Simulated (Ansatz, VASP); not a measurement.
## PbS in VASP and in Ansatz

Contents of INCAR:

```
SYSTEM = PbS
ALGO = Normal ; EDIFF = 1E-6
ENCUT = 520 ; ISIF = 2
ISMEAR = -1 ; LASPH = .TRUE.
LCHARG = .FALSE. ; LREAL = .FALSE.
LWAVE = .FALSE. ; NBANDS = 17
NELM = 100 ; PREC = Accurate
SIGMA = 0.01
```

The input KPOINTS:

```
k-points
0
G
  8 8 8
  0 0 0
```

File POSCAR:

```
PbS
1.0
    0.0593000000      2.9946500000      2.9946500000
    2.9946500000      0.0593000000      2.9946500000
    2.9946500000      2.9946500000      0.0593000000
Pb S
1 1
Direct
    0.0000000000      0.0000000000      0.0000000000
    0.5000000000      0.5000000000      0.5000000000
```

Input for Ansatz:

```yaml
crystal:
  lattice:
    - [0.0593, 2.99465, 2.99465]
    - [2.99465, 0.0593, 2.99465]
    - [2.99465, 2.99465, 0.0593]
  atoms:
    - { symbol: Pb, position: [0.0, 0.0, 0.0] }
    - { symbol: S, position: [0.5, 0.5, 0.5] }
kpoints:
  mp_grid: { grid: [8, 8, 8] }
  band_path:
    path:
      - [0.0, 0.0, 0.0]
      - [0.5, 0.5, 0.5]
      - [0.2451701269, 0.5, 0.7548298731]
      - [-0.2451701269, 0.2451701269, 0.5]
      - [0.0, 0.0, 0.5]
      - [0.0, 0.0, 0.0]
      - [-0.3725850634, 0.0, 0.3725850634]
      - [0.0, 0.3725850634, 0.6274149366]
      - [0.0, 0.5, 0.5]
    npoints: 5
scf:
  occupations: { method: fermi_dirac, width: 0.01 }
hamiltonian:
  xc: lda
  pseudopotentials: { kind: all_electron, lapw: { basis_error: 0.0005 } }
output:
  forces: true
  stress: true
  eigenvalues: true
```

Change from the starting cell: equal xy, yz and zx shear strains of +2 %.

Alike in both runs: task single point; functional LDA; k mesh 8 × 8 × 8; occupations fermi-dirac, width 0.01 eV; no spin polarisation.

```csv
,VASP,Ansatz
version,VASP 6.6.1,Ansatz 0.2.0
potentials or method,"VASP PAW LDA potentials, release 64 (Pb_d, S), cutoff 520 eV","all-electron LAPW, scalar-relativistic"
```

Ansatz gave:

| Item | Value |
| --- | --- |
| pressure (GPa) | -2.5 |
| traceless stress, the component that is largest in VASP (GPa) | -0.43 |

Q: Estimate VASP's values.

A: Pressure (GPa): -2.5; traceless stress, the component that is largest in VASP (GPa): -0.42.

LDA's correlation is that of Perdew and Zunger in VASP and of Perdew and Wang (1992) in Ansatz. Ansatz ran all-electron here, and VASP with PAW potentials.

Neither program's run includes spin-orbit coupling.
